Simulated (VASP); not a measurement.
# ZnCu (Pm-3m) in VASP: further runs, part 2 of 3

VASP 6.6.1.

### Step 3. Electric field gradients, r2SCAN

POSCAR

```
ZnCu
1.0
    2.9205539200      0.0000000000      0.0000000000
    0.0000000000      2.9205539200      0.0000000000
    0.0000000000      0.0000000000      2.9205539200
Zn Cu
1 1
Direct
    0.5000000000      0.5000000000      0.5000000000
    0.0000000000      0.0000000000      0.0000000000
```

INCAR.step1

```
ALGO     = Normal         # electronic algorithm
EDIFF    = 1E-4           # SCF threshold, eV
ENCUT    = 520            # plane-wave cutoff, eV
GGA      = PE             # functional
ISMEAR   = -1             # smearing method
LASPH    = T              # aspherical terms in the spheres
LCHARG   = F              # write CHGCAR
LREAL    = F              # projectors in reciprocal space
LWAVE    = T              # write WAVECAR
NBANDS   = 18             # bands
NELM     = 80             # most SCF steps
PREC     = Accurate       # precision mode
SIGMA    = 0.05           # smearing width, eV
```

INCAR.step2

```
ALGO     = Normal         # electronic algorithm
EDIFF    = 1E-8           # SCF threshold, eV
ENCUT    = 520            # plane-wave cutoff, eV
ISIF     = 2              # what is computed and relaxed
ISMEAR   = -1             # smearing method
ISTART   = 1            
LASPH    = T              # aspherical terms in the spheres
LCHARG   = F              # write CHGCAR
LEFG     = T            
LMIXTAU  = T            
LREAL    = F              # projectors in reciprocal space
LWAVE    = F              # write WAVECAR
METAGGA  = R2SCAN         # meta-GGA
NBANDS   = 18             # bands
NELM     = 80             # most SCF steps
PREC     = Accurate       # precision mode
SIGMA    = 0.05           # smearing width, eV
```

KPOINTS

```
k-points
0
Gamma
  6 6 6
```

Potentials or basis: VASP PAW PBE potentials, release 64 (Zn, Cu).

Run with:

```sh
cat potpaw_PBE.64/Zn/POTCAR potpaw_PBE.64/Cu/POTCAR > POTCAR
cp INCAR.step1 INCAR
mpirun -np 1 vasp_std > vasp.out
cp INCAR.step2 INCAR
mpirun -np 1 vasp_std > vasp.out
```

OUTCAR:

```text
EDIFF = 1E-8
   ENCUT = 520
   ISIF = 2
   ISMEAR = -1
   ISTART = 1
   LASPH = T
   LREAL = F
   METAGGA = R2SCAN
   NELM = 80
   PREC = Accurate

 ion  position               nearest neighbor table
   1  0.500  0.500  0.500-   2 2.53   2 2.53   2 2.53   2 2.53   2 2.53   2 2.53   2 2.53   2 2.53

   2  0.000  0.000  0.000-   1 2.53   1 2.53   1 2.53   1 2.53   1 2.53   1 2.53   1 2.53   1 2.53

  LATTYP: Found a simple cubic cell.
 ALAT       =     2.9205539200

  Lattice vectors:

 A1 = (   2.9205539200,   0.0000000000,   0.0000000000)
 A2 = (   0.0000000000,   2.9205539200,   0.0000000000)
 A3 = (   0.0000000000,   0.0000000000,   2.9205539200)

Analysis of symmetry for initial positions (statically):
=====================================================================
 Subroutine PRICEL returns:
 Original cell was already a primitive cell.

 Routine SETGRP: Setting up the symmetry group for a
 simple cubic supercell.

 Subroutine GETGRP returns: Found 48 space group operations
 (whereof 48 operations were pure point group operations)
 out of a pool of 48 trial point group operations.

The static configuration has the point symmetry O_h .

Analysis of symmetry for dynamics (positions and initial velocities):
=====================================================================
 Subroutine PRICEL returns:
 Original cell was already a primitive cell.

 Routine SETGRP: Setting up the symmetry group for a
 simple cubic supercell.

 Subroutine GETGRP returns: Found 48 space group operations
 (whereof 48 operations were pure point group operations)
 out of a pool of 48 trial point group operations.

The dynamic configuration has the point symmetry O_h .

 Subroutine INISYM returns: Found 48 space group operations
 (whereof 48 operations are pure point group operations),
 and found     1 'primitive' translations

----------------------------------------------------------------------------------------

                                     Primitive cell

  volume of cell :      24.9113

  direct lattice vectors                    reciprocal lattice vectors
     2.920553920  0.000000000  0.000000000     0.342400800  0.000000000  0.000000000
     0.000000000  2.920553920  0.000000000     0.000000000  0.342400800  0.000000000
     0.000000000  0.000000000  2.920553920     0.000000000  0.000000000  0.342400800

  length of vectors
     2.920553920  2.920553920  2.920553920     0.342400800  0.342400800  0.342400800

  position of ions in fractional coordinates (direct lattice)
     0.500000000  0.500000000  0.500000000
     0.000000000  0.000000000  0.000000000

  ion indices of the primitive-cell ions
   primitive index   ion index
                 1           1
                 2           2

----------------------------------------------------------------------------------------

 KPOINTS: k-points

Automatic generation of k-mesh.
 Grid dimensions read from file:
 generate k-points for:    6    6    6
[... 65 lines left out ...]
   ISIF   =      2    stress and relaxation
   ISYM   =      2    0-nonsym 1-usesym 2-fastsym
   POTIM  = 0.5000    time-step for ionic-motion
   TEBEG  =    0.0;   TEEND  =   0.0 temperature during run
   PSTRESS=    0.0 pullay stress
   NELECT =      23.0000    total number of electrons
   NUPDOWN=      -1.0000    fix difference up-down
   EMIN   =  10.00;   EMAX   =-10.00  energy-range for DOS
   EFERMI =   0.00;   METHOD = LEGACY
   ISMEAR =    -1;   SIGMA  =   0.05  broadening in eV -4-tet -1-fermi 0-gaus
   EFERMI_NEDOS =   21; number of points for ismear=-14 and -15
   IALGO  =     38    algorithm
   IMIX   =      4    mixing-type and parameters
     AMIX     =   0.40;   BMIX     =  1.00
     AMIX_MAG =   1.60;   BMIX_MAG =  1.00
  volume/ion in A,a.u.               =      12.46        84.05
  Fermi-wavevector in a.u.,A,eV,Ry     =   1.594112  3.012435 34.575039  2.541194
  Thomas-Fermi vector in A             =   2.692237
   LORBIT       =      0    0 simple, 1 ext, 2 COOP (PROOUT), +10 PAW based schemes
   METAGGA = R2SCAN    functional components
   LHFCALC =     F    Hartree Fock is set to
   AEXX    =    0.0000 exact exchange contribution
   IVDW    =     0    specifies the selected vdW correction
   LEPSILON=     F    determine dielectric tensor
   LRPA    =     F    only Hartree local field effects (RPA)
 non-spin polarized calculation
  energy-cutoff  :      520.00
  volume of cell :       24.91
 maximum number of plane-waves:       691
 NGX is ok and might be reduce to    24
   NGX = 11   NGY = 11   NGZ = 11

 number of electron      22.9999986 magnetization

 Free energy of the ion-electron system (eV)
  ---------------------------------------------------
  ext. energy  EPLUGINS =         0.00000000
  ---------------------------------------------------
  free energy    TOTEN  =       -19.85245909 eV

  energy without entropy =      -19.84177482  energy(sigma->0) =      -19.84711696

 E-fermi :   5.5697     XC(G=0): -13.6903

 val. band max:        5.5553504739   @ k =   0.3333   0.3333   0.0000
 cond. band min:       5.8142418822   @ k =   0.3333   0.1667   0.1667
 fundamental gap:      0.2588914082
 Fermi energy:         5.5696675329

 k-point     1 :       0.0000    0.0000    0.0000
  band No.  band energies     occupation
      1      -5.3534      2.00000
      2      -2.6364      2.00000
      3      -2.6364      2.00000
      4      -1.8626      2.00000
      5      -1.8626      2.00000
      6      -1.8626      2.00000
[... 397 lines left out ...]
      5      -1.5495      2.00000
      6       1.0175      2.00000
[... 10 lines left out ...]
     17      10.3571      0.00000
     18      12.5464      0.00000

------------------------ aborting loop because EDIFF is reached ----------------------------------------

  FORCE on cell =-STRESS in cart. coord.  units (eV):
  Direction    XX          YY          ZZ          XY          YZ          ZX
  --------------------------------------------------------------------------------------
  -------------------------------------------------------------------------------------
  Total        0.1470335      0.1470335      0.1470335      0.0000000      0.0000000     -0.0000000
  in kB        9.4565163      9.4565163      9.4565163      0.0000000      0.0000000     -0.0000000
  external PRESSURE =       9.4565163 kB  Pullay stress =       0.0000000 kB

 VOLUME and BASIS-vectors are now :
 -----------------------------------------------------------------------------
  energy-cutoff  :      520.00
  volume of cell :       24.91
      direct lattice vectors                 reciprocal lattice vectors
     2.920553920  0.000000000  0.000000000     0.342400800  0.000000000  0.000000000
     0.000000000  2.920553920  0.000000000     0.000000000  0.342400800  0.000000000
     0.000000000  0.000000000  2.920553920     0.000000000  0.000000000  0.342400800

 POSITION                                       TOTAL-FORCE (eV/Angst)
 -----------------------------------------------------------------------------------
      1.46028      1.46028      1.46028         0.000000      0.000000      0.000000
      0.00000      0.00000      0.00000         0.000000      0.000000      0.000000
 -----------------------------------------------------------------------------------
    total drift:                                0.000000      0.000000     -0.000000

  FREE ENERGIE OF THE ION-ELECTRON SYSTEM (eV)
  ---------------------------------------------------
  free  energy   TOTEN  =       -19.8524590904 eV

  energy  without entropy=      -19.8417748222  energy(sigma->0) =      -19.84711696

 Electric field gradients (V/A^2)
---------------------------------------------------------------------
 ion       V_xx      V_yy      V_zz      V_xy      V_xz      V_yz
---------------------------------------------------------------------
   1      -0.000    -0.000    -0.000    -0.000     0.000    -0.000
   2      -0.000     0.000    -0.000    -0.000     0.000     0.000
---------------------------------------------------------------------

 Electric field gradients after diagonalization (V/A^2)
 (convention: |V_zz| > |V_xx| > |V_yy|)
----------------------------------------------------------------------
 ion       V_xx      V_yy      V_zz     asymmetry (V_yy - V_xx)/ V_zz
----------------------------------------------------------------------
   1      -0.000    -0.000    -0.000      -0.573
   2      -0.000    -0.000     0.000       0.180
----------------------------------------------------------------------

           NMR quadrupolar parameters

 Cq : quadrupolar parameter    Cq=e*Q*V_zz/h
 eta: asymmetry parameters     (V_yy - V_xx)/ V_zz
 Q  : nuclear electric quadrupole moment in mb (millibarn)
----------------------------------------------------------------------
 ion       Cq(MHz)       eta       Q (mb)
----------------------------------------------------------------------
   1      -0.000      -0.573       1.000
   2       0.000       0.180       1.000
----------------------------------------------------------------------
```

It took 30 s on 1 thread of AMD EPYC 9R45 (Zen 5), shared host; peak memory 0.11 GiB.

Results:

```
Free energy                             : -19.8525 eV
Pressure                                : 0.9 GPa
Band gap on the k mesh                  : zero (an odd number of electrons rules out a gap without spin polarisation)
Largest electric field gradient by atom : under 0.05 V/Å² on every atom
```

Levels at points of the mesh, in eV from the Fermi level:
```
           k point  band 10  band 11  band 12  band 13  band 14  band 15
(0.00, 0.00, 0.00)    -2.88    -2.88     6.76     6.76     6.76    11.71
(0.50, 0.00, 0.00)    -3.46    -2.95    -2.10    12.60    12.60    13.18
(0.50, 0.50, 0.00)    -2.64    -2.05    -2.05     2.07     2.40    15.12
(0.50, 0.50, 0.50)    -2.62     4.57     4.57     4.57     4.62     4.79
```

Caveat: the PAW data sets were made with another functional, which shifts forces and pressure a little.

### Step 4. Electric field gradients, r2SCAN

POSCAR is that of step 3.

INCAR.step1

```
SYSTEM = ZnCu
PREC = Accurate ; ENCUT = 520
ISMEAR = -1 ; SIGMA = 0.05
LREAL = .FALSE. ; LASPH = .TRUE.
NELM = 60 ; NBANDS = 18
GGA = PE ; ALGO = Normal
EDIFF = 1E-4 ; LWAVE = .TRUE.
LCHARG = .FALSE.
```

INCAR.step2

```
SYSTEM = ZnCu
PREC = Accurate ; ENCUT = 520
EDIFF = 1E-8 ; ISMEAR = -1
SIGMA = 0.05 ; LREAL = .FALSE.
LASPH = .TRUE. ; NELM = 60
ALGO = Normal ; ISIF = 2
LWAVE = .FALSE. ; LCHARG = .FALSE.
METAGGA = R2SCAN ; LMIXTAU = .TRUE.
LEFG = .TRUE. ; NBANDS = 18
ISTART = 1
```

KPOINTS

```
Automatic mesh
0
G
  9 9 9
  0 0 0
```

Potentials or basis: VASP PAW PBE potentials, release 64 (Zn, Cu).

Run with:

```sh
cat potpaw_PBE.64/Zn/POTCAR potpaw_PBE.64/Cu/POTCAR > POTCAR
cp INCAR.step1 INCAR
mpirun -np 1 vasp_std > vasp.out
cp INCAR.step2 INCAR
mpirun -np 1 vasp_std > vasp.out
```

OUTCAR:

```text
SYSTEM = ZnCu
   PREC = Accurate
   ENCUT = 520
   EDIFF = 1E-8
   ISMEAR = -1
   LREAL = .FALSE.
   LASPH = .TRUE.
   NELM = 60
   ISIF = 2
   METAGGA = R2SCAN
   ISTART = 1

 ion  position               nearest neighbor table
   1  0.500  0.500  0.500-   2 2.53   2 2.53   2 2.53   2 2.53   2 2.53   2 2.53   2 2.53   2 2.53

   2  0.000  0.000  0.000-   1 2.53   1 2.53   1 2.53   1 2.53   1 2.53   1 2.53   1 2.53   1 2.53

  LATTYP: Found a simple cubic cell.
 ALAT       =     2.9205539200

  Lattice vectors:

 A1 = (   2.9205539200,   0.0000000000,   0.0000000000)
 A2 = (   0.0000000000,   2.9205539200,   0.0000000000)
 A3 = (   0.0000000000,   0.0000000000,   2.9205539200)

Analysis of symmetry for initial positions (statically):
=====================================================================
 Subroutine PRICEL returns:
 Original cell was already a primitive cell.

 Routine SETGRP: Setting up the symmetry group for a
 simple cubic supercell.

 Subroutine GETGRP returns: Found 48 space group operations
 (whereof 48 operations were pure point group operations)
 out of a pool of 48 trial point group operations.

The static configuration has the point symmetry O_h .

Analysis of symmetry for dynamics (positions and initial velocities):
=====================================================================
 Subroutine PRICEL returns:
 Original cell was already a primitive cell.

 Routine SETGRP: Setting up the symmetry group for a
 simple cubic supercell.

 Subroutine GETGRP returns: Found 48 space group operations
 (whereof 48 operations were pure point group operations)
[... 159 lines left out ...]
      1      -5.3529      2.00000
      2      -2.6435      2.00000
      3      -2.6435      2.00000
      4      -1.8706      2.00000
      5      -1.8706      2.00000
      6      -1.8706      2.00000
[... 481 lines left out ...]
      5      -1.7955      2.00000
      6       0.2687      2.00000
[... 10 lines left out ...]
     17      21.9487      0.00000
     18      23.1638      0.00000

 [... further k-points ...]

------------------------ aborting loop because EDIFF is reached ----------------------------------------

  FORCE on cell =-STRESS in cart. coord.  units (eV):
  Direction    XX          YY          ZZ          XY          YZ          ZX
  --------------------------------------------------------------------------------------
  -------------------------------------------------------------------------------------
  Total        0.1055183      0.1055183      0.1055183     -0.0000000      0.0000000     -0.0000000
  in kB        6.7864533      6.7864533      6.7864533     -0.0000000      0.0000000     -0.0000000
  external PRESSURE =       6.7864533 kB  Pullay stress =       0.0000000 kB

 VOLUME and BASIS-vectors are now :
 -----------------------------------------------------------------------------
  energy-cutoff  :      520.00
  volume of cell :       24.91
      direct lattice vectors                 reciprocal lattice vectors
     2.920553920  0.000000000  0.000000000     0.342400800  0.000000000  0.000000000
     0.000000000  2.920553920  0.000000000     0.000000000  0.342400800  0.000000000
     0.000000000  0.000000000  2.920553920     0.000000000  0.000000000  0.342400800

 POSITION                                       TOTAL-FORCE (eV/Angst)
 -----------------------------------------------------------------------------------
      1.46028      1.46028      1.46028         0.000000      0.000000      0.000000
      0.00000      0.00000      0.00000         0.000000      0.000000      0.000000
 -----------------------------------------------------------------------------------
    total drift:                                0.000000      0.000000     -0.000000

  FREE ENERGIE OF THE ION-ELECTRON SYSTEM (eV)
  ---------------------------------------------------
  free  energy   TOTEN  =       -19.9243655844 eV

  energy  without entropy=      -19.9202693592  energy(sigma->0) =      -19.92231747

 Electric field gradients (V/A^2)
---------------------------------------------------------------------
 ion       V_xx      V_yy      V_zz      V_xy      V_xz      V_yz
---------------------------------------------------------------------
   1       0.000    -0.000     0.000    -0.000    -0.000    -0.000
   2      -0.000     0.000    -0.000     0.000    -0.000     0.000
---------------------------------------------------------------------

 Electric field gradients after diagonalization (V/A^2)
 (convention: |V_zz| > |V_xx| > |V_yy|)
----------------------------------------------------------------------
 ion       V_xx      V_yy      V_zz     asymmetry (V_yy - V_xx)/ V_zz
----------------------------------------------------------------------
   1       0.000    -0.000     0.000      -1.515
   2       0.000    -0.000    -0.000       0.468
----------------------------------------------------------------------

           NMR quadrupolar parameters

 Cq : quadrupolar parameter    Cq=e*Q*V_zz/h
 eta: asymmetry parameters     (V_yy - V_xx)/ V_zz
 Q  : nuclear electric quadrupole moment in mb (millibarn)
----------------------------------------------------------------------
 ion       Cq(MHz)       eta       Q (mb)
----------------------------------------------------------------------
   1       0.000      -1.515       1.000
   2      -0.000       0.468       1.000
----------------------------------------------------------------------
```

OUTCAR.step1:

```text
SYSTEM = ZnCu
   PREC = Accurate
   ENCUT = 520
   ISMEAR = -1
   LREAL = .FALSE.
   LASPH = .TRUE.
[... 726 lines left out ...]
      1.46028      1.46028      1.46028         0.000000      0.000000      0.000000
      0.00000      0.00000      0.00000         0.000000      0.000000      0.000000
 -----------------------------------------------------------------------------------
    total drift:                                0.000000      0.000000     -0.000000

  FREE ENERGIE OF THE ION-ELECTRON SYSTEM (eV)
  ---------------------------------------------------
  free  energy   TOTEN  =        -4.9772804434 eV

  energy  without entropy=       -4.9731953604  energy(sigma->0) =       -4.97523790
```

It took 44 s on 1 thread of AMD EPYC 9R45 (Zen 5), shared host; peak memory 0.12 GiB.

What came out:

| Quantity | Value |
| --- | --- |
| Free energy | -19.9244 eV |
| Pressure | 0.7 GPa |
| Band gap on the k mesh | zero (an odd number of electrons rules out a gap without spin polarisation) |
| Largest electric field gradient by atom | under 0.05 V/Å² on every atom |

Caveat: the PAW data sets were made with another functional, which shifts forces and pressure a little.

[end of part 2 of 3]

The gap in the log of VASP goes by the Fermi energy; the results here count the filled bands.